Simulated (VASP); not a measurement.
The system is LaB6.

```
CELL_PARAMETERS angstrom
4.15469 0.00000 0.00000
0.00000 4.15469 0.00000
0.00000 0.00000 4.15469
ATOMIC_POSITIONS crystal
La 0.00000 0.00000 0.00000
B 0.19983 0.50000 0.50000
B 0.50000 0.19983 0.50000
B 0.80017 0.50000 0.50000
B 0.50000 0.80017 0.50000
B 0.50000 0.50000 0.19983
B 0.50000 0.50000 0.80017
```

| Item | Value |
| --- | --- |
| Program | VASP 6.6.1 |
| Task | relaxation of cell and atoms |
| Functional | LDA |
| Potentials or basis | VASP PAW LDA potentials, release 64 (La, B) |
| Cutoff | 600 eV |
| k mesh | 8 × 8 × 8 |
| Occupations | gaussian, width 0.1 eV |
| Spin | no spin polarisation |

At the start: pressure -7.2 GPa; volume 10.25 Å³/atom.

Task: How do energy, volume and symmetry change on relaxing?

Result: Over 5 steps the energy falls by 9.5 meV/atom and the volume is 9.84 Å³/atom (-4.0 %); space group Pm-3m (No. 221, to 0.1 Å) before and after.

The path:
```
step  energy change (eV)  largest force (eV/Å)  pressure (GPa)  volume (Å³)
   1              0.0000                0.1499           -7.23        71.72
   2             -0.0205                0.6142            5.91        67.02
   3             -0.0633                0.2450           -0.40        69.08
   4             -0.0576                0.4261            0.62        68.54
   5             -0.0664                0.0013           -0.04        68.88
```

Final structure:
```
La B
1.0
     4.09917    0.00000    0.00000
     0.00000    4.09917    0.00000
     0.00000    0.00000    4.09917
La B
1 6
Direct
  0.00000 0.00000 0.00000
  0.19984 0.50000 0.50000
  0.50000 0.19984 0.50000
  0.80016 0.50000 0.50000
  0.50000 0.80016 0.50000
  0.50000 0.50000 0.19984
  0.50000 0.50000 0.80016
```
